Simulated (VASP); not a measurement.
A run of VASP 6.6.1 is set up as follows.

The input POSCAR:

```
Cu
1.0
    2.4965603200      0.0000000000      0.0000000000
   -1.2482801600      2.1620846592      0.0000000000
    0.0000000000      0.0000000000      8.1501552425
Cu
4
Direct
    0.6666666667      0.3333333333      0.7500000000
    0.0000000000      0.0000000000      0.5000000000
    0.3333333333      0.6666666667      0.2500000000
    0.0000000000      0.0000000000      0.0000000000
```

File INCAR.step1:

```
PREC     = Accurate       # precision mode
ENCUT    = 900            # plane-wave cutoff, eV
ISMEAR   = -1             # smearing method
SIGMA    = 0.05           # smearing width, eV
LREAL    = F              # projectors in reciprocal space
LASPH    = T              # aspherical terms in the spheres
NELM     = 120            # most SCF steps
NBANDS   = 46             # bands
GGA      = PE             # functional
ALGO     = Normal         # electronic algorithm
EDIFF    = 1E-5           # SCF threshold, eV
LWAVE    = T              # write WAVECAR
LCHARG   = F              # write CHGCAR
GGA_COMPAT= F
```

The input INCAR.step2:

```
PREC     = Accurate       # precision mode
ENCUT    = 900            # plane-wave cutoff, eV
EDIFF    = 1E-6           # SCF threshold, eV
ISMEAR   = -1             # smearing method
SIGMA    = 0.05           # smearing width, eV
LREAL    = F              # projectors in reciprocal space
LASPH    = T              # aspherical terms in the spheres
NELM     = 120            # most SCF steps
ALGO     = Normal         # electronic algorithm
ISIF     = 2              # what is computed and relaxed
LWAVE    = F              # write WAVECAR
LCHARG   = F              # write CHGCAR
METAGGA  = R2SCAN         # meta-GGA
LMIXTAU  = T            
NBANDS   = 46             # bands
ISTART   = 1            
GGA_COMPAT= F
```

KPOINTS

```
regular mesh
0
Gamma
  12 12 4
```

Potentials or basis: VASP PAW PBE potentials, release 64 (Cu_sv_GW).

Command:

```console
$ cat potpaw_PBE.64/Cu_sv_GW/POTCAR > POTCAR
$ cp INCAR.step1 INCAR
$ mpirun -np 1 vasp_std > vasp.out
$ cp INCAR.step2 INCAR
$ mpirun -np 1 vasp_std > vasp.out
```

Question: Predict the pressure.

Answer: 6.5 GPa.

Question: What does it give for the band gap on the k mesh?

Answer: Zero (bands 38 and 39 overlap by 5.51 eV).

Stress tensor (GPa, compression positive):
```
6.70 0.00 0.00
0.00 6.70 0.00
0.00 0.00 6.15
```

Caveat: the cell stands under pressure; the PAW data sets were made with another functional, which shifts forces and pressure a little.
